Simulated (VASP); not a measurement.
Here is a VASP 6.6.1 calculation.

The input INCAR:

```
SYSTEM = TePb
PREC = Accurate
ENCUT = 520
EDIFF = 1E-6
ISMEAR = -1
SIGMA = 0.02
LREAL = .FALSE.
LASPH = .TRUE.
NELM = 80
ALGO = Normal
ISIF = 2
LWAVE = .FALSE.
LCHARG = .FALSE.
LDIPOL = .TRUE.
IDIPOL = 3
DIPOL = 0.5 0.5 0.500
GGA = PE
NBANDS = 17
```

The input KPOINTS:

```
Automatic mesh
0
G
  6 6 1
  0 0 0
```

File POSCAR:

```
TePb
1.0
    4.6436706266      0.0000000000      0.0000000000
    0.0000000000      4.6436706266      0.0000000000
    0.0000000000      0.0000000000     16.0000000000
Pb Te
1 1
Direct
    0.2500000000      0.2500000000      0.5000000000
    0.7500000000      0.7500000000      0.5000000000
```

Potentials or basis: VASP PAW PBE potentials, release 64 (Pb_d, Te).

The run is started by

```sh
$ cat potpaw_PBE.64/Pb_d/POTCAR potpaw_PBE.64/Te/POTCAR > POTCAR
$ mpirun -np 1 vasp_std > vasp.out
```

(1) What does it give for the band gap on the k mesh?

Results:

(1) 0.49 eV, direct.

Caveat: spin-orbit coupling is left out, which moves the levels of the heavy elements.
